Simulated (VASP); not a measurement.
Wanted: the native input for a VASP 6.6.1 run.

```yaml
Task: single point
Functional: PBE
Dispersion: D3(BJ)
Potentials_or_basis: VASP PAW PBE potentials, release 64 (Li_sv, O_h, C_h)
Cutoff: 1000 eV
k_mesh: 5 × 5 × 1
Occupations: gaussian, width 0.1 eV
Spin: no spin polarisation
Dipole_correction: yes
Further_INCAR_settings: ALGO = Normal; EDIFF = 1e-06; NBANDS = 36; NELMDL = -8
```

The structure of Li12CO lies in POSCAR:

```
Li12CO
1.0
    5.7591582657      0.0000000000      0.0000000000
   -1.9197194219      5.4297864848      0.0000000000
    0.0000000000      0.0000000000     23.3490373303
Li O C
12 1 1
Direct
    0.2500000000      0.2500000000      0.1713132727
    0.2500000000      0.7500000000      0.1713132727
    0.7500000000      0.2500000000      0.1713132727
    0.7500000000      0.7500000000      0.1713132727
    0.0000000000      0.0000000000      0.2699665212
    0.0000000000      0.5000000000      0.2699665212
    0.5000000000      0.0000000000      0.2699665212
    0.5000000000      0.5000000000      0.2699665212
    0.2500000000      0.2500000000      0.3682823068
    0.2500000000      0.7500000000      0.3682823068
    0.7500000000      0.2500000000      0.3682823068
    0.7500000000      0.7500000000      0.3682823068
    0.2500000000      0.2500000000      0.4967672614
    0.2500000000      0.2500000000      0.5460198273
```

The input as run:

INCAR

```
SYSTEM = Li12CO
PREC     = Accurate       ! precision mode
ENCUT    = 1000           ! plane-wave cutoff, eV
EDIFF    = 1E-6           ! SCF threshold, eV
ISMEAR   = 0              ! smearing method
SIGMA    = 0.1            ! smearing width, eV
LREAL    = .False.        ! projectors in reciprocal space
LASPH    = .True.         ! aspherical terms in the spheres
NELM     = 120            ! most SCF steps
ALGO     = Normal         ! electronic algorithm
ISIF     = 2              ! what is computed and relaxed
LWAVE    = .False.        ! write WAVECAR
LCHARG   = .False.        ! write CHGCAR
LDIPOL   = .True.       
IDIPOL   = 3            
DIPOL    = 0.5 0.5 0.306
GGA      = PE             ! functional
IVDW     = 12             ! dispersion correction
NBANDS   = 36             ! bands
GGA_COMPAT= .False.      
NELMDL   = -8
```

KPOINTS

```
Automatic mesh
0
Gamma
  5 5 1
  0 0 0
```

Potentials or basis: VASP PAW PBE potentials, release 64 (Li_sv, O_h, C_h).

Run with:

```console
$ cat potpaw_PBE.64/Li_sv/POTCAR potpaw_PBE.64/O_h/POTCAR potpaw_PBE.64/C_h/POTCAR > POTCAR
$ mpirun -np 1 vasp_std > vasp.out
```

Results of the run:

```yaml
Largest_force: 1.380 eV/Å
Band_gap_on_the_k_mesh: zero (bands 23 and 24 overlap by 0.36 eV)
Dispersion_energy_per_atom: -0.118 eV
```

It took 21 min on 1 thread of Intel(R) Xeon(R) 6975P-C (Granite Rapids), on a shared host, peak memory 1.7 GiB.
